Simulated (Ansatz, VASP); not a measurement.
**In3Se: VASP beside Ansatz**

INCAR

```
PREC     = Accurate       # precision mode
ENCUT    = 520            # plane-wave cutoff, eV
EDIFF    = 1E-7           # SCF threshold, eV
ISMEAR   = 0              # smearing method
SIGMA    = 0.1            # smearing width, eV
LREAL    = F              # projectors in reciprocal space
LASPH    = T              # aspherical terms in the spheres
NELM     = 100            # most SCF steps
ALGO     = Normal         # electronic algorithm
ISIF     = 2              # what is computed and relaxed
LWAVE    = F              # write WAVECAR
LCHARG   = T              # write CHGCAR
GGA      = PE             # functional
LELF     = T              # ELF
LVHAR    = T            
NBANDS   = 30             # bands
```

File KPOINTS:

```
regular mesh
0
Gamma
  4 4 4
```

POSCAR

```
In3Se
1.0
   -2.9873311400      2.9873311400      2.9873311400
    2.9873311400     -2.9873311400      2.9873311400
    2.9873311400      2.9873311400     -2.9873311400
In Se
3 1
Direct
    0.0000000000      0.5000000000      0.5000000000
    0.5000000000      0.0000000000      0.5000000000
    0.5000000000      0.5000000000      0.0000000000
    0.0000000000      0.0000000000      0.0000000000
```

Input for Ansatz:

```yaml
crystal:
  lattice:
    - [-2.98733114, 2.98733114, 2.98733114]
    - [2.98733114, -2.98733114, 2.98733114]
    - [2.98733114, 2.98733114, -2.98733114]
  atoms:
    - { symbol: In, position: [0.0, 0.5, 0.5] }
    - { symbol: In, position: [0.5, 0.0, 0.5] }
    - { symbol: In, position: [0.5, 0.5, 0.0] }
    - { symbol: Se, position: [0.0, 0.0, 0.0] }
basis:
  ecutwfc: 420
kpoints:
  mp_grid: { grid: [4, 4, 4] }
hamiltonian:
  xc: pbe
scf:
  occupations: { method: gaussian, width: 0.1 }
  lower_state_search: "off"
output:
  forces: true
  stress: true
  eigenvalues: true
```

Change from the starting cell: species swapped into the Sb3Au type (Im-3m, No. 229).

Alike in both runs: task single point; functional PBE; k mesh 4 × 4 × 4; occupations gaussian, width 0.1 eV; no spin polarisation.

|  | VASP | Ansatz |
| --- | --- | --- |
| version | VASP 6.6.1 | Ansatz 0.2.0 |
| potentials or method | VASP PAW PBE potentials, release 64 (In_d, Se), cutoff 520 eV | scalar-relativistic, plane waves, PAW |
| valence electrons in the cell | 45 | 55 |

```tsv
	VASP	Ansatz	Ansatz less VASP
gap on the k mesh at the Fermi level (eV)	none	none	-
pressure (GPa)	1.7	1.7	+0.01
```

A gap of «none» marks a metal or a gap that the smearing closes. VASP's potentials hold 45 valence electrons a cell and Ansatz's 55, so a difference there can come from the potentials and not from the codes.

The k mesh is coarse, so the values compare programs but aren't converged.
